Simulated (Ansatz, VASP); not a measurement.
## W in VASP and in Ansatz

```xyz
1
Lattice="-1.6134 1.6134 1.6134 1.6134 -1.6134 1.6134 1.6134 1.6134 -1.6134" Properties=species:S:1:pos:R:3 pbc="T T T"
W     0.0000    0.0000    0.0000
```

Alike in both runs: task single point; functional PBE; dispersion D3(BJ); k mesh 13 × 13 × 13; no spin polarisation.

|  | VASP | Ansatz |
| --- | --- | --- |
| version | VASP 6.6.1 | Ansatz 0.2.0 |
| potentials or method | VASP PAW PBE potentials, release 64 (W_sv), cutoff 520 eV | plane waves, PAW |
| occupations | methfessel-paxton of order 1, width 0.1 eV | cold |
| valence electrons in the cell | 14 | 14 |

VASP gave:

* pressure (GPa): -17.7

Question: Estimate Ansatz's values.

Answer: Pressure (GPa): -18.1.

Spin-orbit coupling is off throughout.
